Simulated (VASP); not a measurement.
# MoS2 (R3m) in VASP: settings compared, part 2 of 2

VASP 6.6.1. The steps go on from the part before.

## Step 5: Single point, PBEsol

This run uses another cell than the first one, of 17.91 Å³/atom, 1.075 times its volume.

Contents of INCAR:

```
  PREC = Accurate
  ENCUT = 520
  EDIFF = 1E-6
  ISMEAR = -1
  SIGMA = 0.05
  LREAL = F
  LASPH = T
  NELM = 100
  ALGO = Normal
  ISIF = 2
  LWAVE = F
  LCHARG = F
  GGA = PS
  NBANDS = 20
```

Contents of KPOINTS:

```
regular mesh
0
Gamma
  10 10 10
```

Contents of POSCAR:

```
MoS2
1.0
    1.5715760046      0.9073498293      6.2793283579
   -1.5715760046      0.9073498293      6.2793283579
    0.0000000000     -1.8146996586      6.2793283579
Mo S
1 2
Direct
    0.0001014672      0.0001014672      0.0001014672
    0.4161581237      0.4161581237      0.4161581237
    0.2507404091      0.2507404091      0.2507404091
```

Potentials or basis: VASP PAW PBE potentials, release 64 (Mo_sv, S).

Started as:

```console
$ cat potpaw_PBE.64/Mo_sv/POTCAR potpaw_PBE.64/S/POTCAR > POTCAR
$ mpirun -np 1 vasp_std > vasp.out
```

OUTCAR:

```text
PREC = Accurate
   ENCUT = 520
   EDIFF = 1E-6
   ISMEAR = -1
   LREAL = F
   LASPH = T
   NELM = 100
   ISIF = 2
   GGA = PS

 ion  position               nearest neighbor table
   1  0.000  0.000  0.000-   3 2.39   3 2.39   3 2.39   2 2.39   2 2.39   2 2.39
   2  0.416  0.416  0.416-   1 2.39   1 2.39   1 2.39
   3  0.251  0.251  0.251-   1 2.39   1 2.39   1 2.39

  LATTYP: Found a trigonal (rhomboedric) cell.
 ALAT       =     6.5362909572
 COS(alpha) =     0.8843786538

  Lattice vectors:

 A1 = (   1.5715760046,   0.9073498293,   6.2793283579)
 A2 = (  -1.5715760046,   0.9073498293,   6.2793283579)
 A3 = (   0.0000000000,  -1.8146996586,   6.2793283579)

Analysis of symmetry for initial positions (statically):
=====================================================================
 Subroutine PRICEL returns:
 Original cell was already a primitive cell.

 Routine SETGRP: Setting up the symmetry group for a
 trigonal (rhombohedral) supercell.

 Subroutine GETGRP returns: Found  6 space group operations
 (whereof  6 operations were pure point group operations)
[... 157 lines left out ...]

 Free energy of the ion-electron system (eV)
  ---------------------------------------------------
  ext. energy  EPLUGINS =         0.00000000
  ---------------------------------------------------
  free energy    TOTEN  =       -23.45042712 eV

  energy without entropy =      -23.45042674  energy(sigma->0) =      -23.45042693

 E-fermi :   7.7629     XC(G=0): -10.9284

 val. band max:        7.2904310210   @ k =   0.5000   0.5000   0.5000
 cond. band min:       8.3313472445   @ k =  -0.2000   0.2000   0.0000
 fundamental gap:      1.0409162234
 Fermi energy:         7.7629444053

 k-point     1 :       0.0000    0.0000    0.0000
  band No.  band energies     occupation
      1     -54.0159      2.00000
      2     -28.2276      2.00000
      3     -27.9653      2.00000
      4     -27.9653      2.00000
      5      -7.6545      2.00000
      6      -6.0138      2.00000
[... 541 lines left out ...]
     19      15.0110      0.00000
     20      15.9111      0.00000

 [... further k-points ...]
[... 5 lines left out ...]
  --------------------------------------------------------------------------------------
  -------------------------------------------------------------------------------------
  Total        0.0000634      0.0000634     -0.0060594      0.0000000      0.0000000      0.0000000
  in kB        0.0018908      0.0018908     -0.1807030      0.0000000      0.0000000      0.0000000
  external PRESSURE =      -0.0589738 kB  Pullay stress =       0.0000000 kB

 VOLUME and BASIS-vectors are now :
 -----------------------------------------------------------------------------
  energy-cutoff  :      520.00
  volume of cell :       53.72
      direct lattice vectors                 reciprocal lattice vectors
     1.571576005  0.907349829  6.279328358     0.318151969  0.183685125  0.053084234
    -1.571576005  0.907349829  6.279328358    -0.318151969  0.183685125  0.053084234
     0.000000000 -1.814699659  6.279328358     0.000000000 -0.367370250  0.053084234

 POSITION                                       TOTAL-FORCE (eV/Angst)
 -----------------------------------------------------------------------------------
      0.00000      0.00000      0.00191         0.000000      0.000000     -0.000006
      0.00000      0.00000      7.83958         0.000000      0.000000      0.000433
      0.00000      0.00000      4.72344         0.000000      0.000000     -0.000427
 -----------------------------------------------------------------------------------
    total drift:                               -0.000000     -0.000000     -0.000131

  FREE ENERGIE OF THE ION-ELECTRON SYSTEM (eV)
  ---------------------------------------------------
  free  energy   TOTEN  =       -23.4504271179 eV

  energy  without entropy=      -23.4504267432  energy(sigma->0) =      -23.45042693
```

stdout:

```text
POSCAR found type information on POSCAR MoS
 POSCAR found :  2 types and       3 ions
 scaLAPACK will be used
 -----------------------------------------------------------------------------
|                                                                             |
|                                                                             |
|     You enforced a specific xc type in the INCAR file but a different       |
|     I HOPE YOU KNOW WHAT YOU ARE DOING!                                     |
|                                                                             |
 -----------------------------------------------------------------------------

 LDA part: xc-table for (Slater+PW92), standard interpolation
 POSCAR, INCAR and KPOINTS ok, starting setup
 FFT: planning ... GRIDC
 FFT: planning ... GRID_SOFT
 FFT: planning ... GRID
 WAVECAR not read
 entering main loop
```

It took 9.9 min on 1 thread of Intel Xeon 8259CL, shared host; peak memory 0.4 GiB.

What came out:

```
Free energy            : -23.4504 eV
Pressure               : 0.0 GPa
Band gap on the k mesh : 1.04 eV, indirect (least direct gap 2.03 eV)
```

Levels at points of the mesh, in eV from the valence-band top:
```
           k point  band 11  band 12  band 13  band 14  band 15  band 16
(0.00, 0.00, 0.00)    -2.09    -1.32    -1.15     2.23     2.23     2.60
(0.50, 0.00, 0.00)    -2.31    -1.43    -1.37     1.81     2.20     3.58
(0.50, 0.50, 0.00)    -2.82    -1.58    -1.20     1.78     2.34     3.14
(0.50, 0.50, 0.50)    -2.06    -2.06     0.00     2.31     2.31     2.50
```

Caveat: the PAW data sets were made with another functional, which shifts forces and pressure a little.

## Step 6: Single point, LDA, non-collinear spin, zero start, spin-orbit coupling

This run uses another cell than the first one, of 17.73 Å³/atom, 1.064 times its volume.

Contents of INCAR:

```
ALGO = Normal ; EDIFF = 1E-6
ENCUT = 520 ; GGA = CA
GGA_COMPAT = False ; ISIF = 2
ISMEAR = -1 ; LASPH = True
LCHARG = True ; LMAXMIX = 4
LNONCOLLINEAR = True ; LORBIT = 11
LORBMOM = True ; LREAL = False
LSORBIT = True ; LVHAR = True
LWAVE = False ; MAGMOM = 0 0 0 0 0 0 0 0 0
NBANDS = 39 ; NELM = 150
PREC = Accurate ; SIGMA = 0.05
```

Contents of KPOINTS:

```
k-points
0
Gamma
  7 7 7
```

Contents of POSCAR:

```
MoS2
1.0
    1.5800000000      0.9122134253      6.1500000000
   -1.5800000000      0.9122134253      6.1500000000
    0.0000000000     -1.8244268506      6.1500000000
Mo S
1 2
Direct
    0.0000000000      0.0000000000      0.0000000000
    0.4170000000      0.4170000000      0.4170000000
    0.2500000000      0.2500000000      0.2500000000
```

Potentials or basis: VASP PAW LDA potentials, release 64 (Mo_sv, S).

Started as:

```console
$ cat potpaw_LDA.64/Mo_sv/POTCAR potpaw_LDA.64/S/POTCAR > POTCAR
$ mpirun -np 1 vasp_ncl > vasp.out
```

OUTCAR:

```text
EDIFF = 1E-6
   ENCUT = 520
   GGA = CA
   ISIF = 2
   ISMEAR = -1
   LASPH = True
   LNONCOLLINEAR = True
   LORBIT = 11
   LREAL = False
   LSORBIT = True
   NELM = 150
   PREC = Accurate

 ion  position               nearest neighbor table
   1  0.000  0.000  0.000-   3 2.39   3 2.39   3 2.39   2 2.39   2 2.39   2 2.39
   2  0.417  0.417  0.417-   1 2.39   1 2.39   1 2.39
   3  0.250  0.250  0.250-   1 2.39   1 2.39   1 2.39

  LATTYP: Found a trigonal (rhomboedric) cell.
 ALAT       =     6.4149071181
 COS(alpha) =     0.8786713335

  Lattice vectors:

 A1 = (   1.5800000000,   0.9122134253,   6.1500000000)
 A2 = (  -1.5800000000,   0.9122134253,   6.1500000000)
 A3 = (   0.0000000000,  -1.8244268506,   6.1500000000)

Analysis of symmetry for initial positions (statically):
[... 1309 lines left out ...]
     0.0000000     0.0000000     0.0000000     0.0000000     0.0000000     0.0000000     0.0000000
     0.0000000     0.0000000     0.0000000     0.0000000     0.0000000     0.0000000     0.0000000
     0.0000000     0.0000000     0.0000000     0.0000000     0.0000000     0.0000000     0.0000000

 total charge

# of ion       s       p       d       tot
------------------------------------------
    1        2.301   6.232   4.008  12.542
    2        1.362   2.336   0.000   3.698
    3        1.362   2.339   0.000   3.700
--------------------------------------------------
tot          5.025  10.906   4.008  19.940

 magnetization (x)

# of ion       s       p       d       tot
------------------------------------------
    1        0.000   0.000   0.000   0.000
    2       -0.000  -0.000   0.000  -0.000
    3        0.000  -0.000   0.000  -0.000
--------------------------------------------------
tot         -0.000  -0.000   0.000  -0.000

 magnetization (y)

# of ion       s       p       d       tot
------------------------------------------
    1        0.000   0.000   0.000   0.000
    2        0.000   0.000   0.000   0.000
    3        0.000   0.000   0.000   0.000
--------------------------------------------------
tot          0.000   0.000   0.000   0.000

 magnetization (z)

# of ion       s       p       d       tot
------------------------------------------
    1        0.000   0.000   0.000   0.000
    2        0.000   0.000   0.000   0.000
    3        0.000   0.000   0.000   0.000
--------------------------------------------------
tot          0.000   0.000   0.000   0.000
```

OSZICAR:

```text
N       E                     dE             d eps       ncg     rms          rms(c)
DAV:   1     0.219097482182E+03    0.21910E+03   -0.13514E+04  6912   0.127E+03
DAV:   2    -0.142563481512E+02   -0.23335E+03   -0.22368E+03  7562   0.352E+02
DAV:   3    -0.258484837159E+02   -0.11592E+02   -0.11397E+02  8027   0.721E+01
DAV:   4    -0.260347031187E+02   -0.18622E+00   -0.18604E+00  7785   0.948E+00
DAV:   5    -0.260379386168E+02   -0.32355E-02   -0.32352E-02  8133   0.126E+00    0.259E+01
DAV:   6    -0.249236649185E+02    0.11143E+01   -0.49922E+00  7433   0.209E+01    0.827E+00
DAV:   7    -0.246692146608E+02    0.25445E+00   -0.16144E+00  7261   0.123E+01    0.638E+00
DAV:   8    -0.245659576149E+02    0.10326E+00   -0.21502E-01  7901   0.438E+00    0.164E+00
DAV:   9    -0.245654994253E+02    0.45819E-03   -0.21507E-02  7618   0.896E-01    0.517E-01
DAV:  10    -0.245642330694E+02    0.12664E-02   -0.29785E-03  7661   0.484E-01    0.195E-01
DAV:  11    -0.245642620579E+02   -0.28989E-04   -0.79576E-04  8506   0.182E-01    0.773E-02
DAV:  12    -0.245642234564E+02    0.38602E-04   -0.15019E-04  7702   0.961E-02    0.142E-02
DAV:  13    -0.245642237650E+02   -0.30855E-06   -0.98998E-06  7476   0.232E-02
   1 F= -.24564224E+02 E0= -.24564223E+02  d E =-.150207E-05  mag=     0.0000     0.0000    -0.0000
```

stdout:

```text
POSCAR found type information on POSCAR MoS
 POSCAR found :  2 types and       3 ions
 scaLAPACK will be used
 LDA part: xc-table for (Slater(with rela. corr.)+CA(PZ))
 , standard interpolation
 POSCAR, INCAR and KPOINTS ok, starting setup
 FFT: planning ... GRIDC
 FFT: planning ... GRID_SOFT
 FFT: planning ... GRID
 WAVECAR not read
 entering main loop
```

It took 24 min on 1 thread of Intel Xeon 8259CL, shared host; peak memory 0.66 GiB.

What came out:

```yaml
Free_energy: -24.5642 eV
Pressure: -2.3 GPa
Largest_force: 0.099 eV/Å
Net_moment: 0.00 μB per cell
Valence_electrons_inside_the_program's_atomic_spheres: Mo 12.54; S 3.70
```

Forces in eV/Å, atoms in the order of the input:
```
Mo   0.000  0.000  0.084
S    0.000  0.000  0.015
S    0.000  0.000 -0.099
```

Moments on the atoms (μB; x, y, z):
```
Mo  0.00 0.00 0.00
S   0.00 0.00 0.00
S   0.00 0.00 0.00
```

## Step 7: The runs side by side

| level | potentials or basis | spin | cell | k mesh | gap on the mesh (eV) | pressure (GPa) | largest force (eV/Å) |
| --- | --- | --- | --- | --- | --- | --- | --- |
| PBE | VASP PAW PBE potentials, release 64 (Mo_sv, S) | off | a = 6.284 Å, angles 28.5°, 3 atoms | 10 × 10 × 10 | 0.91 | 16.7 | 1.66 |
| PBE | VASP PAW PBE potentials, release 64 (Mo_sv, S) | off | a = 6.372 Å, angles 28.5°, 3 atoms | 10 × 10 × 10 | 0.95 | 8.7 | 0.86 |
| PBE | VASP PAW PBE potentials, release 64 (Mo_sv, S) | off | a = 6.541 Å, angles 28.5°, 3 atoms | 10 × 10 × 10 | 1.00 | -3.2 | 0.49 |
| PBEsol | VASP PAW PBE potentials, release 64 (Mo_sv, S) | off | a = 6.536 Å, angles 27.8°, 3 atoms | 10 × 10 × 10 | 1.04 | 0.0 | - |
| LDA | VASP PAW LDA potentials, release 64 (Mo_sv, S) | non-collinear, zero start, SOC | a = 6.415 Å, angles 28.5°, 3 atoms | 7 × 7 × 7 | - | -2.3 | 0.10 |

Alike in all rows: task single point; cutoff (eV) 520; smearing fermi-dirac 0.05 eV.

Caveats: forces of over 1 eV/Å act on the atoms, so gaps and moduli don't describe the material at rest (some runs); the PAW data sets were made with another functional, which shifts forces and pressure a little (some runs).

Absolute energies hang on the potentials; compare differences alone.
